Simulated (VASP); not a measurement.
# BP (F-43m) in VASP: further runs

Runs on BP. Level: PBEsol. Tasks: vibrations by perturbation theory.

Everything below comes from runs of VASP 6.6.1. Logs are shortened: lines on timing, memory, paths and dates and some standing lists are left out, and cuts for length are marked.

## Step 1: The cell of the first run

Symmetry: F-43m, No. 216, cubic system. Conventional cell: a = 4.406 Å, b = 4.406 Å, c = 4.406 Å, α = 90.00°, β = 90.00°, γ = 90.00°. B (site symmetry -43m) has 4 P at 1.91 Å within 2.5 Å. Within 2.5 Å of P (site symmetry -43m) lie 4 B at 1.91 Å.

## Step 2: Vibrations by perturbation theory, PBEsol

Contents of INCAR:

```
SYSTEM = BP
PREC = Accurate
ENCUT = 520
EDIFF = 1E-8
ISMEAR = 0
SIGMA = 0.01
LREAL = .False.
LASPH = .True.
NELM = 60
ALGO = Normal
ISIF = 2
LWAVE = .False.
LCHARG = .False.
GGA = PS
IBRION = 8
NSW = 1
LEPSILON = .True.
```

Contents of KPOINTS:

```
regular mesh
0
Gamma
  10 10 10
  0 0 0
```

Contents of POSCAR:

```
BP
1.0
    0.0000000000      2.2030697047      2.2030697047
    2.2030697047      0.0000000000      2.2030697047
    2.2030697047      2.2030697047      0.0000000000
B P
1 1
Direct
    0.0000000000      0.0000000000      0.0000000000
    0.7500000000      0.7500000000      0.7500000000
```

Potentials or basis: VASP PAW PBE potentials, release 64 (B, P).

Run with:

```sh
$ cat potpaw_PBE.64/B/POTCAR potpaw_PBE.64/P/POTCAR > POTCAR
$ mpirun -np 1 vasp_std > vasp.out
```

OUTCAR:

```text
SYSTEM = BP
   PREC = Accurate
   ENCUT = 520
   EDIFF = 1E-8
   ISMEAR = 0
   LREAL = .False.
   LASPH = .True.
   NELM = 60
   ISIF = 2
   GGA = PS
   IBRION = 8
   NSW = 1
   LEPSILON = .True.

 ion  position               nearest neighbor table
   1  0.000  0.000  0.000-   2 1.91   2 1.91   2 1.91   2 1.91
   2  0.750  0.750  0.750-   1 1.91   1 1.91   1 1.91   1 1.91

  LATTYP: Found a face centered cubic cell.
 ALAT       =     4.4061394094

  Lattice vectors:

 A1 = (   0.0000000000,   2.2030697047,   2.2030697047)
 A2 = (   2.2030697047,   0.0000000000,   2.2030697047)
 A3 = (   2.2030697047,   2.2030697047,   0.0000000000)

Analysis of symmetry for initial positions (statically):
=====================================================================
 Subroutine PRICEL returns:
 Original cell was already a primitive cell.

 Routine SETGRP: Setting up the symmetry group for a
 face centered cubic supercell.

 Subroutine GETGRP returns: Found 24 space group operations
 (whereof 24 operations were pure point group operations)
 out of a pool of 48 trial point group operations.

The static configuration has the point symmetry T_d .

Analysis of symmetry for dynamics (positions and initial velocities):
=====================================================================
 Subroutine PRICEL returns:
 Original cell was already a primitive cell.

 Routine SETGRP: Setting up the symmetry group for a
 face centered cubic supercell.

 Subroutine GETGRP returns: Found 24 space group operations
 (whereof 24 operations were pure point group operations)
 out of a pool of 48 trial point group operations.

The dynamic configuration has the point symmetry T_d .

 Subroutine INISYM returns: Found 24 space group operations
 (whereof 24 operations are pure point group operations),
 and found     1 'primitive' translations

----------------------------------------------------------------------------------------

                                     Primitive cell

  volume of cell :      21.3853

  direct lattice vectors                    reciprocal lattice vectors
     0.000000000  2.203069705  2.203069705    -0.226956051  0.226956051  0.226956051
     2.203069705  0.000000000  2.203069705     0.226956051 -0.226956051  0.226956051
     2.203069705  2.203069705  0.000000000     0.226956051  0.226956051 -0.226956051

  length of vectors
     3.115611055  3.115611055  3.115611055     0.393099411  0.393099411  0.393099411

  position of ions in fractional coordinates (direct lattice)
     0.000000000  0.000000000  0.000000000
     0.750000000  0.750000000  0.750000000

  ion indices of the primitive-cell ions
   primitive index   ion index
                 1           1
                 2           2

----------------------------------------------------------------------------------------

 KPOINTS: regular mesh

Automatic generation of k-mesh.
 Grid dimensions read from file:
 generate k-points for:   10   10   10

 Generating k-lattice:

  Cartesian coordinates                     Fractional coordinates (reciprocal lattice)
    -0.022695605  0.022695605  0.022695605     0.100000000  0.000000000  0.000000000
     0.022695605 -0.022695605  0.022695605     0.000000000  0.100000000  0.000000000
     0.022695605  0.022695605 -0.022695605     0.000000000  0.000000000  0.100000000

  Length of vectors
     0.039309941  0.039309941  0.039309941

  Shift w.r.t. Gamma in fractional coordinates (k-lattice)
     0.000000000  0.000000000  0.000000000

 Subroutine IBZKPT returns following result:
 ===========================================

 Found     47 irreducible k-points:

[... 370 lines left out ...]
  energy-cutoff  :      520.00
  volume of cell :       21.39
      direct lattice vectors                 reciprocal lattice vectors
     0.000000000  2.203069705  2.203069705    -0.226956051  0.226956051  0.226956051
     2.203069705  0.000000000  2.203069705     0.226956051 -0.226956051  0.226956051
     2.203069705  2.203069705  0.000000000     0.226956051  0.226956051 -0.226956051

 POSITION                                       TOTAL-FORCE (eV/Angst)
 -----------------------------------------------------------------------------------
      0.00000      0.00000      0.00000         0.000000      0.000000      0.000000
      3.30460      3.30460      3.30460        -0.000000     -0.000000     -0.000000
 -----------------------------------------------------------------------------------
    total drift:                               -0.000000     -0.000000     -0.000000

  FREE ENERGIE OF THE ION-ELECTRON SYSTEM (eV)
  ---------------------------------------------------
  free  energy   TOTEN  =       -13.5966350763 eV

  energy  without entropy=      -13.5966350763  energy(sigma->0) =      -13.59663508

 HEAD OF MICROSCOPIC STATIC DIELECTRIC TENSOR (INDEPENDENT PARTICLE, excluding Hartree and local field effects)
 ------------------------------------------------------
           9.812186    -0.000000    -0.000000
          -0.000000     9.812186    -0.000000
           0.000000     0.000000     9.812186
 ------------------------------------------------------

 Free energy of the ion-electron system (eV)
  ---------------------------------------------------
  ---------------------------------------------------
  free energy    TOTEN  =        -0.52588927 eV

  energy without entropy =       -0.52588927

------------------------ aborting loop because EDIFF is reached ----------------------------------------

--------------------------------------- Ionic step        2  -------------------------------------------

------------------------ aborting loop because EDIFF is reached ----------------------------------------

--------------------------------------- Ionic step        3  -------------------------------------------

------------------------ aborting loop because EDIFF is reached ----------------------------------------

 PIEZOELECTRIC TENSOR FIELD DIRECTION 3  (e Angst)
 -----------------------------------------------------------------------------
    -0.00063 -0.35018  0.00000           ( -0.00000 -0.07666  0.00000)
    -0.35018 -0.00063  0.00000           ( -0.07666 -0.00000  0.00000)
     0.00000  0.00000  0.00020           (  0.00000  0.00000 -0.00000)

 PIEZOELECTRIC TENSOR FIELD DIRECTION 3  (C/m^2)
 -----------------------------------------------------------------------------
    -0.00047 -0.26236  0.00000
    -0.26236 -0.00047  0.00000
     0.00000  0.00000  0.00015

--------------------------------------- Ionic step        4  -------------------------------------------

------------------------ aborting loop because EDIFF is reached ----------------------------------------

[... ionic steps 5 to 6 ...]

--------------------------------------- Ionic step        7  -------------------------------------------

 Free energy of the ion-electron system (eV)
  ---------------------------------------------------
  ---------------------------------------------------
  free energy    TOTEN  =        -0.04048714 eV

  energy without entropy =       -0.04048714

------------------------ aborting loop because EDIFF is reached ----------------------------------------

 INTERNAL STRAIN TENSOR  FOR ION    2  DIRECTION 1   (eV/Angst):
 -----------------------------------------------------------------------------
    -0.00936  0.00000  0.00000
     0.00000  0.00757 11.12627
     0.00000 11.12627  0.00757

 MACROSCOPIC STATIC DIELECTRIC TENSOR (including local field effects in DFT)
 ------------------------------------------------------
           9.418271    -0.000000    -0.000000
          -0.000000     9.418271     0.000000
          -0.000000    -0.000000     9.418271
 ------------------------------------------------------

 PIEZOELECTRIC TENSOR (including local field effects)  for field in x, y, z        (e  Angst)
          XX          YY          ZZ          XY          YZ          ZX
  --------------------------------------------------------------------------------
  x     0.00000    -0.00000    -0.00000     0.00000    -0.34628     0.00000
  y    -0.00000     0.00000     0.00000     0.00000     0.00000    -0.34628
  z     0.00000    -0.00000     0.00000    -0.34628     0.00000     0.00000

 PIEZOELECTRIC TENSOR (including local field effects)  for field in x, y, z        (C/m^2)
          XX          YY          ZZ          XY          YZ          ZX
  --------------------------------------------------------------------------------
  x     0.00000    -0.00000    -0.00000     0.00000    -0.25943     0.00000
  y    -0.00000     0.00000     0.00000     0.00000     0.00000    -0.25943
  z     0.00000    -0.00000     0.00000    -0.25943     0.00000     0.00000

 BORN EFFECTIVE CHARGES (including local field effects) (in |e|, cummulative output)
 ---------------------------------------------------------------------------------
 ion    1
    1    -0.79389     0.00000     0.00000
    2     0.00000    -0.79389     0.00000
    3    -0.00000     0.00000    -0.79389
 ion    2
    1     0.79389    -0.00000     0.00000
    2     0.00000     0.79389     0.00000
    3     0.00000    -0.00000     0.79389

 INTERNAL STRAIN TENSOR FOR ION    2 for displacements in x,y,z  (eV/Angst):
          X           Y           Z          XY          YZ          ZX
  --------------------------------------------------------------------------------
  x     0.00000     0.00000     0.00000     0.00000    11.12627     0.00000
  y     0.00000     0.00000     0.00000     0.00000     0.00000    11.12627
  z     0.00000     0.00000     0.00000    11.12627     0.00000     0.00000

 SECOND DERIVATIVES (NOT SYMMETRIZED)
 ------------------------------------
               1X          1Y          1Z          2X          2Y          2Z
  1X   -22.558648    0.000000    0.000000   22.558648    0.000000    0.000000
  1Y     0.000000  -22.558648    0.000000    0.000000   22.558648    0.000000
  1Z     0.000000    0.000000  -22.558648    0.000000    0.000000   22.558648
  2X    22.555106    0.000000    0.000000  -22.555106    0.000000    0.000000
  2Y     0.000000   22.555106    0.000000    0.000000  -22.555106    0.000000
  2Z     0.000000    0.000000   22.555106    0.000000    0.000000  -22.555106

 Eigenvectors and eigenvalues of the dynamical matrix
 ----------------------------------------------------

   1 f  =   26.228718 THz   164.799894 2PiTHz  874.895852 cm-1   108.473212 meV
             X         Y         Z           dx          dy          dz
      0.000000  0.000000  0.000000    -0.860988    0.000000    0.000000
      3.304605  3.304605  3.304605     0.508625    0.000000    0.000000
[... 21 lines left out ...]
   6 f/i=    0.000902 THz     0.005666 2PiTHz    0.030081 cm-1     0.003730 meV
             X         Y         Z           dx          dy          dz
      0.000000  0.000000  0.000000     0.000000    0.000000   -0.508625
      3.304605  3.304605  3.304605     0.000000    0.000000   -0.860988

--------------------------------------------------------------------------------------------------------

 MACROSCOPIC STATIC DIELECTRIC TENSOR IONIC CONTRIBUTION
 ------------------------------------------------------
           0.236427    -0.000000     0.000000
          -0.000000     0.236427    -0.000000
           0.000000    -0.000000     0.236427
 ------------------------------------------------------

 ELASTIC MODULI CONTR FROM IONIC RELAXATION (kBar)
 Direction    XX          YY          ZZ          XY          YZ          ZX
 --------------------------------------------------------------------------------
 XX          -0.0000     -0.0000     -0.0000     -0.0000     -0.0000     -0.0000
 YY          -0.0000     -0.0000     -0.0000     -0.0000     -0.0000     -0.0000
 ZZ          -0.0000     -0.0000     -0.0000     -0.0000     -0.0000     -0.0000
 XY          -0.0000     -0.0000     -0.0000   -429.2584      0.0000      0.0000
 YZ          -0.0000     -0.0000     -0.0000      0.0000   -429.2584      0.0000
 ZX          -0.0000     -0.0000     -0.0000      0.0000      0.0000   -429.2584
 --------------------------------------------------------------------------------

 PIEZOELECTRIC TENSOR IONIC CONTR  for field in x, y, z        (C/m^2)
          XX          YY          ZZ          XY          YZ          ZX
  --------------------------------------------------------------------------------
  x     0.00000     0.00000     0.00000     0.00000     0.29976    -0.00000
  y     0.00000     0.00000     0.00000     0.00000     0.00000     0.29976
  z     0.00000     0.00000     0.00000     0.29976     0.00000    -0.00000
```

Run time: 1.8 min. Hardware: 1 thread of Intel Xeon Platinum 8488C (Sapphire Rapids), shared host; peak memory 0.2 GiB.

What came out:

```yaml
Electronic_dielectric_tensor_diagonal: 9.42
Born_charges_mean_of_the_diagonal: B -0.79; P +0.79 e
Highest_phonon_frequency_at_Γ_LO-TO_splitting_left_out: 875 cm⁻¹
```

Phonon frequencies in cm⁻¹ (negative: imaginary):
| q point | frequencies |
| --- | --- |
| (0.000, 0.000, 0.000) | 0 0 0 875 875 875 |

Electronic dielectric tensor:
```
9.42 0.00 0.00
0.00 9.42 0.00
0.00 0.00 9.42
```

Born effective charge tensors (e):
atom 1, B
```
-0.79  0.00  0.00
 0.00 -0.79  0.00
 0.00  0.00 -0.79
```
atom 2, P
```
0.79 0.00 0.00
0.00 0.79 0.00
0.00 0.00 0.79
```

Caveat: the cell wasn't relaxed at this level first, which shifts response properties.

(Continued in part 2 of 3.)
